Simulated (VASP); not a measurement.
# Na2S (Fm-3m) in VASP: notebook, part 2 of 2

VASP 6.6.1.

### 3 Relaxation of cell and atoms, r2SCAN, target pressure -2 GPa, at which the enthalpy is minimised

This run uses another cell than the first one, of 23.00 Å³/atom.

POSCAR reads:

```
Na2S
1.0
    3.2555901794      3.2555901794      0.0000000000
   -3.2555901794      3.2555901794      0.0000000000
    0.0000000000      3.2555901794      3.2555901794
Na S
2 1
Direct
    0.2500000000      0.7500000000      0.5000000000
    0.7500000000      0.2500000000      0.5000000000
    0.0000000000      0.0000000000      0.0000000000
```

INCAR.step1 reads:

```
PREC     = Accurate       # precision mode
ENCUT    = 550            # plane-wave cutoff, eV
ISMEAR   = 0              # smearing method
SIGMA    = 0.01           # smearing width, eV
LREAL    = F              # projectors in reciprocal space
LASPH    = T              # aspherical terms in the spheres
NELM     = 120            # most SCF steps
GGA      = PE             # functional
ALGO     = Normal         # electronic algorithm
EDIFF    = 1E-5           # SCF threshold, eV
LWAVE    = T              # write WAVECAR
LCHARG   = F              # write CHGCAR
GGA_COMPAT= F            
IBRION   = 2              # ionic algorithm
ISIF     = 3              # what is computed and relaxed
EDIFFG   = -0.005         # ionic threshold
NELMIN   = 4            
NSW      = 100            # ionic steps
```

INCAR.step2 reads:

```
PREC     = Accurate       # precision mode
ENCUT    = 550            # plane-wave cutoff, eV
EDIFF    = 1E-7           # SCF threshold, eV
ISMEAR   = 0              # smearing method
SIGMA    = 0.01           # smearing width, eV
LREAL    = F              # projectors in reciprocal space
LASPH    = T              # aspherical terms in the spheres
NELM     = 120            # most SCF steps
ALGO     = Normal         # electronic algorithm
ISIF     = 3              # what is computed and relaxed
LWAVE    = F              # write WAVECAR
LCHARG   = F              # write CHGCAR
METAGGA  = R2SCAN         # meta-GGA
LMIXTAU  = T            
IBRION   = 2              # ionic algorithm
NSW      = 100            # ionic steps
EDIFFG   = -0.002         # ionic threshold
PSTRESS  = -20.0        
ISTART   = 1            
GGA_COMPAT= F            
NELMIN   = 4
```

KPOINTS reads:

```
regular mesh
0
Gamma
  6 6 6
```

Potentials or basis: VASP PAW PBE potentials, release 64 (Na_pv, S).

On the command line:

```sh
> cat potpaw_PBE.64/Na_pv/POTCAR potpaw_PBE.64/S/POTCAR > POTCAR
> cp INCAR.step1 INCAR
> mpirun -np 1 vasp_std > vasp.out
> cp INCAR.step2 INCAR
> mpirun -np 1 vasp_std > vasp.out
```

It took 6.6 min on 1 thread of Intel Xeon 8259CL, shared host; peak memory 0.22 GiB.

Results (log left out):

| Property | Result |
| --- | --- |
| Free energy | -18.9306 eV |
| Relaxed volume | 24.66 Å³/atom |
| Relaxed cell | a = 4.712 Å, b = 4.712 Å, c = 4.712 Å, α = 60.00°, β = 60.00°, γ = 90.00° |
| Space group after relaxing (to 0.1 Å) | Fm-3m (No. 225) |
| Energy change on relaxing (the run minimises the enthalpy) | +12.2 meV/atom |
| Ionic steps | 4 |
| Pressure after relaxing | -2.0 GPa |
| Band gap on the k mesh | 2.87 eV |

The path:
| step | energy change (eV) | largest force (eV/Å) | pressure (GPa) | volume (Å³) |
| --- | --- | --- | --- | --- |
| 1 | 0.0000 | 0.0000 | -0.07 | 69.01 |
| 2 | 0.0136 | 0.0000 | -1.28 | 71.81 |
| 3 | 0.0323 | 0.0000 | -1.89 | 73.61 |
| 4 | 0.0367 | 0.0000 | -1.99 | 73.97 |

Final structure:
```
CELL_PARAMETERS angstrom
3.33173 3.33173 0.00000
-3.33173 3.33173 0.00000
0.00000 3.33173 3.33173
ATOMIC_POSITIONS crystal
Na 0.25000 0.75000 0.50000
Na 0.75000 0.25000 0.50000
S 0.00000 0.00000 0.00000
```

Levels at points of the mesh, in eV from the valence-band top:
```csv
k point,band 6,band 7,band 8,band 9,band 10,band 11,band 12,band 13,band 14
"(0.00, 0.00, 0.00)",-23.15,-10.49,0.00,0.00,0.00,2.87,8.22,8.22,8.22
"(0.50, 0.00, 0.00)",-23.17,-10.28,-1.51,-0.12,-0.12,5.27,6.69,7.53,7.53
"(0.50, 0.50, 0.00)",-23.13,-10.21,-1.34,-0.43,-0.43,4.15,6.56,8.86,10.14
```

Caveat: the cell is relaxed towards a set pressure, so the run minimises the enthalpy, not the energy; the PAW data sets were made with another functional, which shifts forces and pressure a little. Zero-point motion and thermal expansion aren't in these numbers.

### 4 Relaxation of cell and atoms, r2SCAN, target pressure 2 GPa, at which the enthalpy is minimised

This run uses another cell than the first one, of 23.00 Å³/atom.

POSCAR is that of step 3.

INCAR.step1 reads:

```
PREC = Accurate
ENCUT = 550
ISMEAR = 0
SIGMA = 0.01
LREAL = F
LASPH = T
NELM = 120
GGA = PE
ALGO = Normal
EDIFF = 1E-5
LWAVE = T
LCHARG = F
GGA_COMPAT = F
IBRION = 2
ISIF = 3
EDIFFG = -0.005
NELMIN = 4
NSW = 100
```

INCAR.step2 reads:

```
PREC = Accurate
ENCUT = 550
EDIFF = 1E-7
ISMEAR = 0
SIGMA = 0.01
LREAL = F
LASPH = T
NELM = 120
ALGO = Normal
ISIF = 3
LWAVE = F
LCHARG = F
METAGGA = R2SCAN
LMIXTAU = T
IBRION = 2
NSW = 100
EDIFFG = -0.002
PSTRESS = 20.0
ISTART = 1
GGA_COMPAT = F
NELMIN = 4
```

KPOINTS reads:

```
Automatic mesh
0
Gamma
  6 6 6
```

Potentials or basis: VASP PAW PBE potentials, release 64 (Na_pv, S).

On the command line:

```sh
> cat potpaw_PBE.64/Na_pv/POTCAR potpaw_PBE.64/S/POTCAR > POTCAR
> cp INCAR.step1 INCAR
> mpirun -np 1 vasp_std > vasp.out
> cp INCAR.step2 INCAR
> mpirun -np 1 vasp_std > vasp.out
```

OUTCAR:

```text
PREC = Accurate
   ENCUT = 550
   EDIFF = 1E-7
   ISMEAR = 0
   LREAL = F
   LASPH = T
   NELM = 120
   ISIF = 3
   METAGGA = R2SCAN
   IBRION = 2
   NSW = 100
   EDIFFG = -0.002
   PSTRESS = 20.0
   ISTART = 1
   NELMIN = 4

 ion  position               nearest neighbor table
   1  0.250  0.750  0.500-
   2  0.750  0.250  0.500-
   3  0.000  0.000  0.000-

  LATTYP: Found a face centered cubic cell.
 ALAT       =     6.5111803588

  Lattice vectors:

 A1 = (   0.0000000000,   3.2555901794,   3.2555901794)
 A2 = (   3.2555901794,   0.0000000000,   3.2555901794)
 A3 = (   3.2555901794,   3.2555901794,   0.0000000000)

Analysis of symmetry for initial positions (statically):
=====================================================================
 Subroutine PRICEL returns:
 Original cell was already a primitive cell.

 Routine SETGRP: Setting up the symmetry group for a
 face centered cubic supercell.

 Subroutine GETGRP returns: Found 48 space group operations
 (whereof 48 operations were pure point group operations)
 out of a pool of 48 trial point group operations.

The static configuration has the point symmetry O_h .

Analysis of symmetry for dynamics (positions and initial velocities):
=====================================================================
 Subroutine PRICEL returns:
 Original cell was already a primitive cell.

 Routine SETGRP: Setting up the symmetry group for a
 face centered cubic supercell.

 Subroutine GETGRP returns: Found 48 space group operations
 (whereof 48 operations were pure point group operations)
 out of a pool of 48 trial point group operations.

The dynamic configuration has the point symmetry O_h .

 Subroutine INISYM returns: Found 48 space group operations
 (whereof 48 operations are pure point group operations),
 and found     1 'primitive' translations

----------------------------------------------------------------------------------------
[... 96 lines left out ...]
   PSTRESS=   20.0 pullay stress
   NELECT =      20.0000    total number of electrons
   NUPDOWN=      -1.0000    fix difference up-down
   EMIN   =  10.00;   EMAX   =-10.00  energy-range for DOS
   EFERMI =   0.00;   METHOD = LEGACY
   ISMEAR =     0;   SIGMA  =   0.01  broadening in eV -4-tet -1-fermi 0-gaus
   EFERMI_NEDOS =   21; number of points for ismear=-14 and -15
   IALGO  =     38    algorithm
   IMIX   =      4    mixing-type and parameters
     AMIX     =   0.40;   BMIX     =  1.00
     AMIX_MAG =   1.60;   BMIX_MAG =  1.00
  volume/ion in A,a.u.               =      23.00       155.24
  Fermi-wavevector in a.u.,A,eV,Ry     =   1.083374  2.047280 15.969149  1.173699
  Thomas-Fermi vector in A             =   2.219438
   LORBIT       =      0    0 simple, 1 ext, 2 COOP (PROOUT), +10 PAW based schemes
   METAGGA = R2SCAN    functional components
   LHFCALC =     F    Hartree Fock is set to
   AEXX    =    0.0000 exact exchange contribution
   IVDW    =     0    specifies the selected vdW correction
   LEPSILON=     F    determine dielectric tensor
   LRPA    =     F    only Hartree local field effects (RPA)
 conjugate gradient relaxation of ions
 non-spin polarized calculation
 Gauss-broadening in eV      SIGMA  =   0.01
  energy-cutoff  :      550.00
  volume of cell :       69.01
 maximum number of plane-waves:      2085
   NGX = 17   NGY = 17   NGZ = 17

--------------------------------------- Ionic step        1  -------------------------------------------

 number of electron      19.9999984 magnetization

 Free energy of the ion-electron system (eV)
  ---------------------------------------------------
  ext. energy  EPLUGINS =         0.00000000
  ---------------------------------------------------
  free energy    TOTEN  =       -18.96726999 eV

  energy without entropy =      -18.96726999  energy(sigma->0) =      -18.96726999

------------------------ aborting loop because EDIFF is reached ----------------------------------------

  FORCE on cell =-STRESS in cart. coord.  units (eV):
  Direction    XX          YY          ZZ          XY          YZ          ZX
  --------------------------------------------------------------------------------------
  -------------------------------------------------------------------------------------
  Total       -0.0315827     -0.0315827     -0.0315827     -0.0000000      0.0000000      0.0000000
  in kB       -0.7332300     -0.7332300     -0.7332300     -0.0000000      0.0000000      0.0000000
  external PRESSURE =     -20.7332300 kB  Pullay stress =      20.0000000 kB
[... 104 lines left out ...]
--------------------------------------- Ionic step        4  -------------------------------------------

 number of electron      20.0000004 magnetization

 Free energy of the ion-electron system (eV)
  ---------------------------------------------------
  ext. energy  EPLUGINS =         0.00000000
  ---------------------------------------------------
  free energy    TOTEN  =       -18.94465898 eV

  energy without entropy =      -18.94465898  energy(sigma->0) =      -18.94465898

 E-fermi :   0.2705     XC(G=0):  -8.5787

 val. band max:        0.1997831061   @ k =   0.0000   0.0000   0.0000
 cond. band min:       3.5398887077   @ k =   0.0000   0.0000   0.0000
 fundamental gap:      3.3401056016
 Fermi energy:         0.2705353857

 k-point     1 :       0.0000    0.0000    0.0000
  band No.  band energies     occupation
      1     -22.6924      2.00000
      2     -22.6924      2.00000
      3     -22.6924      2.00000
      4     -22.6288      2.00000
      5     -22.6288      2.00000
      6     -22.6288      2.00000
      7     -10.4682      2.00000
      8       0.1998      2.00000
      9       0.1998      2.00000
     10       0.1998      2.00000
     11       3.5399      0.00000
     12       8.8952      0.00000
     13       8.8952      0.00000
     14       8.8952      0.00000
[... 287 lines left out ...]
  energy  without entropy=      -18.9446589790  energy(sigma->0) =      -18.94465898

  enthalpy is  TOTEN    =       -18.1352251337 eV   P V=        0.8094338453

 reached required accuracy - stopping structural energy minimisation
```

OSZICAR.step1:

```text
N       E                     dE             d eps       ncg     rms          rms(c)
DAV:   1     0.150327609923E+03    0.15033E+03   -0.10815E+04   448   0.155E+03
DAV:   2     0.126525484613E+01   -0.14906E+03   -0.14712E+03   496   0.384E+02
DAV:   3    -0.105984523266E+02   -0.11864E+02   -0.11825E+02   550   0.103E+02
[... 37 lines left out ...]
DAV:   2    -0.997707284371E+01    0.38881E-02   -0.64050E-03   544   0.982E-01    0.220E-01
DAV:   3    -0.997620055654E+01    0.87229E-03   -0.15243E-03   520   0.555E-01    0.956E-02
DAV:   4    -0.997610766388E+01    0.92893E-04   -0.59466E-05   514   0.673E-02    0.385E-02
DAV:   5    -0.997609585350E+01    0.11810E-04   -0.29410E-06   224   0.189E-02    0.133E-02
DAV:   6    -0.997609584808E+01    0.54165E-08   -0.10949E-06   224   0.217E-02
   5 F= -.99760958E+01 E0= -.99760958E+01  d E =-.467731E-02
```

It took 6.3 min on 1 thread of Intel Xeon 8259CL, shared host; peak memory 0.22 GiB.

What came out:

| Item | Value |
| --- | --- |
| Free energy | -18.9447 eV |
| Relaxed volume | 21.61 Å³/atom |
| Relaxed cell | a = 4.509 Å, b = 4.509 Å, c = 4.509 Å, α = 60.00°, β = 60.00°, γ = 90.00° |
| Space group after relaxing (to 0.1 Å) | Fm-3m (No. 225) |
| Energy change on relaxing (the run minimises the enthalpy) | +7.5 meV/atom |
| Ionic steps | 4 |
| Pressure after relaxing | 2.0 GPa |
| Band gap on the k mesh | 3.34 eV |

Step by step:
```tsv
step	energy change (eV)	largest force (eV/Å)	pressure (GPa)	volume (Å³)
1	0.0000	0.0000	-0.07	69.01
2	0.0103	0.0000	1.37	66.08
3	0.0183	0.0000	1.80	65.23
4	0.0226	0.0000	2.00	64.84
```

Final structure:
```
CELL_PARAMETERS angstrom
3.18868 3.18868 0.00000
-3.18868 3.18868 0.00000
0.00000 3.18868 3.18868
ATOMIC_POSITIONS crystal
Na 0.25000 0.75000 0.50000
Na 0.75000 0.25000 0.50000
S 0.00000 0.00000 0.00000
```

Caveat: the cell is relaxed towards a set pressure, so the run minimises the enthalpy, not the energy; the PAW data sets were made with another functional, which shifts forces and pressure a little.

### 5 Summary

```csv
task,cell,gap on the mesh (eV),pressure (GPa)
single point,"a = 4.723 Å, angles 60.0, 60.0, 90.0°, 3 atoms",2.85,-2.1
relaxation of cell and atoms,"relaxed to -2 GPa from a = 4.604 Å, angles 60.0, 60.0, 90.0°, 3 atoms",2.87,-2.0
relaxation of cell and atoms,"relaxed to 2 GPa from a = 4.604 Å, angles 60.0, 60.0, 90.0°, 3 atoms",3.34,2.0
```

Alike in all rows: level r2SCAN; potentials or basis VASP PAW PBE potentials, release 64 (Na_pv, S); no spin polarisation; k mesh 6 × 6 × 6; cutoff (eV) 550; smearing gaussian 0.01 eV.

Caveats: the PAW data sets were made with another functional, which shifts forces and pressure a little; the cell is relaxed towards a set pressure, so the run minimises the enthalpy, not the energy (at least some runs).

Absolute energies hang on the potentials; compare differences alone.
